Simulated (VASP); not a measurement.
# Si in VASP: notebook

The runs below take Si through single point, with PBEsol.

All numbers are computed with VASP 6.6.1; they aren't measurements. Logs are shortened: lines on timing, memory, paths and dates and some standing lists are left out, and cuts for length are marked.

**1. The cell of the first run**

The structure is tetragonal, space group I4_1/amd (No. 141). The conventional cell has a = 4.743 Å, b = 4.743 Å, c = 2.659 Å, α = 90.00°, β = 90.00°, γ = 90.00°. Si (site symmetry -4m2) has 10 Si at 2.46 to 3.10 Å within 3.3 Å.

**2. Single point, PBEsol**

INCAR reads:

```
SYSTEM = Si
PREC = Accurate
ENCUT = 520
EDIFF = 1E-7
ISMEAR = -1
SIGMA = 0.1
LREAL = .False.
LASPH = .True.
NELM = 80
ALGO = Normal
ISIF = 2
LWAVE = .False.
LCHARG = .False.
GGA = PS
NBANDS = 11
```

KPOINTS reads:

```
regular mesh
0
Gamma
  13 13 13
  0 0 0
```

POSCAR reads:

```
Si
1.0
    3.6074590076     -0.0000000030     -0.0000000081
   -2.6278518341      2.4714682335     -0.0000000081
   -0.4898035792     -1.2357340962      3.3536270199
Si
2
Direct
    0.2500000000      0.7500000000      0.5000000000
    0.5000000000      0.5000000000      0.0000000000
```

Potentials or basis: VASP PAW PBE potentials, release 64 (Si).

On the command line:

```bash
> cat potpaw_PBE.64/Si/POTCAR > POTCAR
> mpirun -np 1 vasp_std > vasp.out
```

OUTCAR:

```text
SYSTEM = Si
   PREC = Accurate
   ENCUT = 520
   EDIFF = 1E-7
   ISMEAR = -1
   LREAL = .False.
   LASPH = .True.
   NELM = 80
   ISIF = 2
   GGA = PS

 ion  position               nearest neighbor table
   1  0.250  0.750  0.500-   2 2.46   2 2.46   2 2.46   2 2.46   2 3.10   2 3.10   2 3.10   2 3.10

   2  0.500  0.500  0.000-   1 2.46   1 2.46   1 2.46   1 2.46   1 3.10   1 3.10   1 3.10   1 3.10

  LATTYP: Found a body centered tetragonal cell.
 ALAT       =     4.7427448032
 C/A-ratio  =     0.5605468563

  Lattice vectors:

 A1 = (   3.6074590076,  -0.0000000030,  -0.0000000081)
 A2 = (  -2.6278518341,   2.4714682335,  -0.0000000081)
 A3 = (  -0.4898035792,  -1.2357340962,   3.3536270199)

Analysis of symmetry for initial positions (statically):
=====================================================================
 Subroutine PRICEL returns:
 Original cell was already a primitive cell.

 Routine SETGRP: Setting up the symmetry group for a
 body centered tetragonal supercell.

 Subroutine GETGRP returns: Found 16 space group operations
 (whereof  8 operations were pure point group operations)
 out of a pool of 16 trial point group operations.

The static configuration has the point symmetry D_2d.
 The point group associated with its full space group is D_4h.

Analysis of symmetry for dynamics (positions and initial velocities):
=====================================================================
 Subroutine PRICEL returns:
 Original cell was already a primitive cell.

 Routine SETGRP: Setting up the symmetry group for a
 body centered tetragonal supercell.

 Subroutine GETGRP returns: Found 16 space group operations
 (whereof  8 operations were pure point group operations)
 out of a pool of 16 trial point group operations.

The dynamic configuration has the point symmetry D_2d.
 The point group associated with its full space group is D_4h.

 Subroutine INISYM returns: Found 16 space group operations
 (whereof  8 operations are pure point group operations),
 and found     1 'primitive' translations

----------------------------------------------------------------------------------------

                                     Primitive cell

  volume of cell :      29.9000

  direct lattice vectors                    reciprocal lattice vectors
     3.607459008 -0.000000003 -0.000000008     0.277203428  0.294743637  0.149092308
    -2.627851834  2.471468234 -0.000000008     0.000000001  0.404617785  0.149092308
    -0.489803579 -1.235734096  3.353627020     0.000000001  0.000000002  0.298184621

  length of vectors
     3.607459008  3.607459008  3.607459008     0.431212324  0.431212324  0.298184621

  position of ions in fractional coordinates (direct lattice)
     0.250000000  0.750000000  0.500000000
     0.500000000  0.500000000  0.000000000

  ion indices of the primitive-cell ions
   primitive index   ion index
                 1           1
                 2           2

----------------------------------------------------------------------------------------

 KPOINTS: regular mesh

Automatic generation of k-mesh.
 Grid dimensions read from file:
 generate k-points for:   13   13   13

 Generating k-lattice:

  Cartesian coordinates                     Fractional coordinates (reciprocal lattice)
     0.021323341  0.022672587  0.011468639     0.076923077  0.000000000 -0.000000000
     0.000000000  0.031124445  0.011468639     0.000000000  0.076923077  0.000000000
     0.000000000  0.000000000  0.022937279     0.000000000 -0.000000000  0.076923077

  Length of vectors
     0.033170179  0.033170179  0.022937279

  Shift w.r.t. Gamma in fractional coordinates (k-lattice)
     0.000000000  0.000000000  0.000000000

 Subroutine IBZKPT returns following result:
 ===========================================

 Found    196 irreducible k-points:

 Following reciprocal coordinates:
            Coordinates               Weight
  0.000000  0.000000  0.000000      1.000000
  0.076923 -0.000000 -0.000000      8.000000
  0.153846 -0.000000  0.000000      8.000000
  0.230769 -0.000000 -0.000000      8.000000
  0.307692 -0.000000  0.000000      8.000000
  0.384615 -0.000000 -0.000000      8.000000
[... 16 lines left out ...]
  0.384615  0.153846  0.000000     16.000000
  0.461538  0.153846  0.000000     16.000000
 [... further k-points ...]
   k-points           NKPTS =    196   k-points in BZ     NKDIM =    196   number of bands    NBANDS=     11
   number of dos      NEDOS =    301   number of ions     NIONS =      2
   total plane-waves  NPLWV =  21952
   dimension x,y,z NGX =    28 NGY =   28 NGZ =   28
   dimension x,y,z NGXF=    56 NGYF=   56 NGZF=   56
   ions per type =               2
   NGX,Y,Z   is equivalent  to a cutoff of  12.90, 12.90, 12.90 a.u.
   NGXF,Y,Z  is equivalent  to a cutoff of  25.81, 25.81, 25.81 a.u.
 SYSTEM =  Si
   PREC   = accura    normal or accurate (medium, high low for compatibility)
   ISTART =      0    job   : 0-new  1-cont  2-samecut
   ICHARG =      2    charge: 1-file 2-atom 10-const
   ISPIN  =      1    spin polarized calculation?
   LNONCOLLINEAR =      F non collinear calculations
   LSORBIT =      F    spin-orbit coupling
   LASPH  =      T    aspherical Exc in radial PAW
   ENCUT  =  520.0 eV  38.22 Ry    6.18 a.u.   6.71  6.71  6.71*2*pi/ulx,y,z
   NELM   =     80;   NELMIN=  2; NELMDL= -5     # of ELM steps
   EDIFF  = 0.1E-06   stopping-criterion for ELM
   LREAL  =      F    real-space projection
   EDIFFG = 0.1E-05   stopping-criterion for IOM
   NSW    =      0    number of steps for IOM
   IBRION =     -1    ionic relax: 0-MD 1-quasi-New 2-CG
   NFREE  =      0    steps in history (QN), initial steepest desc. (CG)
   ISIF   =      2    stress and relaxation
   ISYM   =      2    0-nonsym 1-usesym 2-fastsym
   POTIM  = 0.5000    time-step for ionic-motion
   TEBEG  =    0.0;   TEEND  =   0.0 temperature during run
   PSTRESS=    0.0 pullay stress
   NELECT =       8.0000    total number of electrons
   NUPDOWN=      -1.0000    fix difference up-down
   EMIN   =  10.00;   EMAX   =-10.00  energy-range for DOS
   EFERMI =   0.00;   METHOD = LEGACY
   ISMEAR =    -1;   SIGMA  =   0.10  broadening in eV -4-tet -1-fermi 0-gaus
   EFERMI_NEDOS =   21; number of points for ismear=-14 and -15
   IALGO  =     38    algorithm
   IMIX   =      4    mixing-type and parameters
     AMIX     =   0.40;   BMIX     =  1.00
     AMIX_MAG =   1.60;   BMIX_MAG =  1.00
  volume/ion in A,a.u.               =      14.95       100.89
  Fermi-wavevector in a.u.,A,eV,Ry     =   1.054908  1.993486 15.140972  1.112830
  Thomas-Fermi vector in A             =   2.190086
   LORBIT       =      0    0 simple, 1 ext, 2 COOP (PROOUT), +10 PAW based schemes
   GGA     = PS    functional components
   LHFCALC =     F    Hartree Fock is set to
   AEXX    =    0.0000 exact exchange contribution
   IVDW    =     0    specifies the selected vdW correction
   LEPSILON=     F    determine dielectric tensor
   LRPA    =     F    only Hartree local field effects (RPA)
 non-spin polarized calculation
  energy-cutoff  :      520.00
  volume of cell :       29.90
 maximum number of plane-waves:       816
   NGX = 13   NGY = 13   NGZ = 13

 number of electron       8.0000000 magnetization

 Free energy of the ion-electron system (eV)
  ---------------------------------------------------
  ext. energy  EPLUGINS =         0.00000000
  ---------------------------------------------------
  free energy    TOTEN  =       -11.13367277 eV

  energy without entropy =      -11.11139256  energy(sigma->0) =      -11.12253267

 E-fermi :   9.3435     XC(G=0): -11.0489

 val. band max:        9.3381005011   @ k =   0.3846  -0.0000  -0.0000
 cond. band min:       9.3451849190   @ k =  -0.4615   0.4615   0.0000
 fundamental gap:      0.0070844179
 Fermi energy:         9.3435264449

 k-point     1 :       0.0000    0.0000    0.0000
  band No.  band energies     occupation
      1      -4.5627      2.00000
      2       6.9075      2.00000
      3       6.9075      2.00000
      4       7.6186      2.00000
      5      10.8377      0.00000
      6      16.9004      0.00000
      7      18.4728      0.00000
      8      18.4794      0.00000
      9      18.4794      0.00000
     10      19.6123      0.00000
     11      20.0443      0.00000

 k-point     2 :       0.0769   -0.0000   -0.0000
  band No.  band energies     occupation
      1      -4.4042      2.00000
      2       6.4180      2.00000
      3       6.8250      2.00000
      4       8.3754      1.99988
      5      11.2087      0.00000
      6      15.9349      0.00000
      7      16.6514      0.00000
      8      18.0657      0.00000
      9      18.1389      0.00000
     10      19.3143      0.00000
     11      20.9887      0.00000

 k-point     3 :       0.1538   -0.0000    0.0000
  band No.  band energies     occupation
      1      -3.9298      2.00000
      2       5.9560      2.00000
      3       6.6880      2.00000
      4       9.5830      0.16715
      5      12.1873      0.00000
      6      13.7855      0.00000
      7      14.4459      0.00000
      8      16.7707      0.00000
      9      16.8243      0.00000
     10      18.1540      0.00000
     11      20.5634      0.00000

 k-point     4 :       0.2308   -0.0000   -0.0000
  band No.  band energies     occupation
      1      -3.1424      2.00000
      2       5.7574      2.00000
      3       6.6560      2.00000
      4      10.0846      0.00121
      5      12.0107      0.00000
      6      12.6370      0.00000
      7      13.3409      0.00000
      8      15.2235      0.00000
      9      15.7017      0.00000
     10      17.0819      0.00000
     11      20.9474      0.00000

 k-point     5 :       0.3077   -0.0000    0.0000
  band No.  band energies     occupation
      1      -2.0479      2.00000
      2       5.7969      2.00000
      3       6.8035      2.00000
      4       7.9408      2.00000
      5      10.8039      0.00000
      6      12.6809      0.00000
      7      13.3729      0.00000
      8      14.8639      0.00000
      9      16.0037      0.00000
     10      16.3425      0.00000
     11      21.7617      0.00000
[... 211 lines left out ...]
 k-point    21 :       0.2308    0.1538    0.0000
  band No.  band energies     occupation
      1      -1.0980      2.00000
      2       6.0609      2.00000
      3       6.8355      2.00000
      4       7.5194      2.00000
      5       9.7188      0.04585
      6      12.2177      0.00000
      7      12.3949      0.00000
      8      13.3626      0.00000
      9      16.8930      0.00000
     10      17.5078      0.00000
     11      20.4217      0.00000

 k-point    22 :       0.3077    0.1538   -0.0000
  band No.  band energies     occupation
      1       0.4289      2.00000
      2       4.3423      2.00000
      3       6.0637      2.00000
      4       6.9225      2.00000
      5       9.5951      0.14949
      6      11.4728      0.00000
      7      12.4674      0.00000
      8      14.9713      0.00000
      9      17.2856      0.00000
     10      19.2419      0.00000
     11      21.4599      0.00000

 k-point    23 :       0.3846    0.1538    0.0000
  band No.  band energies     occupation
      1       1.8442      2.00000
      2       2.6685      2.00000
      3       5.0304      2.00000
      4       7.4648      2.00000
      5       9.1120      1.82028
      6      11.5517      0.00000
      7      12.6869      0.00000
      8      16.6260      0.00000
      9      17.7908      0.00000
     10      20.6608      0.00000
     11      21.5531      0.00000

 k-point    24 :       0.4615    0.1538    0.0000
  band No.  band energies     occupation
      1       0.3615      2.00000
      2       3.8539      2.00000
      3       4.7740      2.00000
      4       7.6168      2.00000
      5       9.2956      1.23537
      6      11.9149      0.00000
      7      13.4720      0.00000
      8      16.5013      0.00000
      9      18.2425      0.00000
     10      20.4844      0.00000
     11      21.6140      0.00000

 [... further k-points ...]

------------------------ aborting loop because EDIFF is reached ----------------------------------------

  FORCE on cell =-STRESS in cart. coord.  units (eV):
  Direction    XX          YY          ZZ          XY          YZ          ZX
  --------------------------------------------------------------------------------------
  -------------------------------------------------------------------------------------
  Total        0.3140310     -0.1749587      0.4051735     -0.2299449      0.0000000      0.0000000
  in kB       16.8272045     -9.3750765     21.7110305    -12.3214909      0.0000002      0.0000001
  external PRESSURE =       9.7210528 kB  Pullay stress =       0.0000000 kB

 VOLUME and BASIS-vectors are now :
 -----------------------------------------------------------------------------
  energy-cutoff  :      520.00
  volume of cell :       29.90
      direct lattice vectors                 reciprocal lattice vectors
     3.607459008 -0.000000003 -0.000000008     0.277203428  0.294743637  0.149092308
    -2.627851834  2.471468234 -0.000000008     0.000000001  0.404617785  0.149092308
    -0.489803579 -1.235734096  3.353627020     0.000000001  0.000000002  0.298184621

 POSITION                                       TOTAL-FORCE (eV/Angst)
 -----------------------------------------------------------------------------------
     -1.31393      1.23573      1.67681         0.000000     -0.000000     -0.000000
      0.48980      1.23573     -0.00000        -0.000000      0.000000      0.000000
 -----------------------------------------------------------------------------------
    total drift:                                0.000000      0.000000      0.000000

  FREE ENERGIE OF THE ION-ELECTRON SYSTEM (eV)
  ---------------------------------------------------
  free  energy   TOTEN  =       -11.1336727706 eV

  energy  without entropy=      -11.1113925607  energy(sigma->0) =      -11.12253267
```

It took 75 s on 1 thread of Intel Xeon 8259CL, shared host; peak memory 0.18 GiB.

What came out:

| Property | Result |
| --- | --- |
| Free energy | -11.1337 eV |
| Pressure | 1.0 GPa |
| Band gap on the k mesh | zero (bands 4 and 5 overlap by 6.21 eV) |

Levels at points of the mesh, in eV from the Fermi level:
| k point | band 1 | band 2 | band 3 | band 4 | band 5 | band 6 | band 7 | band 8 | band 9 |
| --- | --- | --- | --- | --- | --- | --- | --- | --- | --- |
| (0.00, 0.00, 0.00) | -13.91 | -2.44 | -2.44 | -1.72 | 1.49 | 7.56 | 9.13 | 9.14 | 9.14 |

Caveat: the PAW data sets were made with another functional, which shifts forces and pressure a little.

**3. Single point, PBEsol**

This run uses another cell than the first one, of 15.04 Å³/atom.

INCAR reads:

```
ALGO = Normal ; EDIFF = 1E-6
ENCUT = 520 ; GGA = PS
ISIF = 2 ; ISMEAR = -1
LASPH = True ; LCHARG = False
LREAL = False ; LWAVE = False
NBANDS = 11 ; NELM = 60
PREC = Accurate ; SIGMA = 0.1
```

KPOINTS reads:

```
k-points
0
Gamma
  13 13 13
```

POSCAR reads:

```
Si
1.0
    3.6032702821     -0.0000022717     -0.0025456502
   -2.6248021133      2.4685968873     -0.0025456502
   -0.4916005996     -1.2402678308      3.3848622156
Si
2
Direct
    0.2500988462      0.7499011538      0.5000000000
    0.4999011538      0.5000988462      0.0000000000
```

Potentials or basis: VASP PAW PBE potentials, release 64 (Si).

On the command line:

```bash
> cat potpaw_PBE.64/Si/POTCAR > POTCAR
> mpirun -np 1 vasp_std > vasp.out
```

Run time: 2.5 min. Hardware: 1 thread of Intel Xeon 8259CL, shared host; peak memory 0.27 GiB.

Results (log left out):

```yaml
Free_energy: -11.1354 eV
Pressure: 0.1 GPa
Band_gap_on_the_k_mesh: zero (bands 4 and 5 overlap by 6.16 eV)
```

Stress tensor (GPa, compression positive):
```
 1.36 -1.19  0.07
-1.19 -1.17  0.18
 0.07  0.18  0.24
```

Levels at points of the mesh, in eV from the Fermi level:
| k point | band 2 | band 3 | band 4 | band 5 | band 6 | band 7 |
| --- | --- | --- | --- | --- | --- | --- |
| (0.00, 0.00, 0.00) | -2.55 | -2.34 | -1.82 | 1.51 | 7.57 | 9.03 |

Caveat: the PAW data sets were made with another functional, which shifts forces and pressure a little.

(Continued in part 2 of 2.)
